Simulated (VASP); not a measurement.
MgI2: single point with PBE

Crystal: MgI2.

```
Mg I
1.0
     4.15664    0.00000    0.00000
    -2.07832    3.59975    0.00000
     0.00000    0.00000    6.87561
Mg I
1 2
Cartesian
  0.0000 0.0000 0.0000
  0.0000 2.3998 1.6678
  2.0783 1.1999 5.2078
```

| Property | Result |
| --- | --- |
| Program | VASP 6.6.1 |
| Task | single point |
| Functional | PBE |
| Potentials or basis | VASP PAW PBE potentials, release 64 (Mg, I) |
| Cutoff | 520 eV |
| k mesh | 12 × 12 × 4 |
| Occupations | gaussian, width 0.01 eV |
| Spin | no spin polarisation |
| Dipole correction | no |
| Further INCAR settings | ALGO = Normal; EDIFF = 1e-06; NBANDS = 15 |

```yaml
Pressure: 1.1 GPa
Band_gap_on_the_k_mesh: 3.51 eV, indirect (least direct gap 3.68 eV)
```

Stress tensor (GPa, compression positive):
```
1.00 0.00 0.00
0.00 1.00 0.00
0.00 0.00 1.22
```

Levels at points of the mesh, in eV from the valence-band top:
```tsv
k point	band 5	band 6	band 7	band 8	band 9	band 10	band 11	band 12
(0.00, 0.00, 0.00)	-0.46	-0.08	-0.08	0.00	3.68	4.76	6.68	6.68
(0.50, 0.00, 0.00)	-1.86	-1.39	-0.91	-0.46	3.62	5.32	5.51	6.93
(0.00, 0.00, 0.50)	-0.36	-0.36	-0.18	-0.18	4.63	4.85	6.50	6.50
(0.50, 0.00, 0.50)	-1.22	-1.13	-0.80	-0.70	3.52	5.20	5.68	6.06
```

Wall time 72 s on 1 thread of Intel(R) Xeon(R) Platinum 8488C (Sapphire Rapids), on a shared host, peak memory 0.29 GiB.

Caveat: spin-orbit coupling is left out, which moves the levels of the heavy elements; this functional lacks dispersion, which binds the layers, so the pressure and a relaxed spacing across them are unreliable. A k mesh can miss the band edges.
